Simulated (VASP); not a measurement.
TaGaGeSe:

```
CELL_PARAMETERS angstrom
3.94753 0.00000 0.00000
0.00000 3.94753 0.00000
0.00000 0.00000 5.56974
ATOMIC_POSITIONS crystal
Ta 0.00000 0.00000 0.50000
Ga 0.50000 0.50000 0.50000
Ge 0.50000 0.50000 0.00000
Se 0.00000 0.00000 0.00000
```

| Item | Value |
| --- | --- |
| Program | VASP 6.6.1 |
| Task | relaxation of cell and atoms |
| Functional | PBE |
| Potentials or basis | VASP PAW PBE potentials, release 64 (Ta_pv, Ga_d, Ge_d, Se) |
| Cutoff | 600 eV |
| k mesh | 4 × 4 × 4 |
| Occupations | gaussian, width 0.1 eV |
| Spin | no spin polarisation |

At the start: pressure -6.9 GPa; volume 21.70 Å³/atom.

**Question.** Where does the relaxation end?

**Answer.** Over 5 steps the energy falls by 49.1 meV/atom and the volume is 19.85 Å³/atom (-8.5 %); space group P4/mmm (No. 123, to 0.05 Å).

The path:
```csv
step,energy change (eV),largest force (eV/Å),pressure (GPa),volume (Å³)
1,0.0000,0.0000,-6.94,86.79
2,-0.1261,0.0000,5.64,75.50
3,-0.1873,0.0000,0.26,79.28
4,-0.1960,0.0000,0.17,79.39
5,-0.1964,0.0000,0.15,79.41
```

Final structure:
```
CELL_PARAMETERS angstrom
3.87581 0.00000 0.00000
0.00000 3.87581 0.00000
0.00000 0.00000 5.28631
ATOMIC_POSITIONS crystal
Ta 0.00000 0.00000 0.50000
Ga 0.50000 0.50000 0.50000
Ge 0.50000 0.50000 0.00000
Se 0.00000 0.00000 0.00000
```

Caveat: the k points lie up to 0.41 Å⁻¹ apart in the final cell.
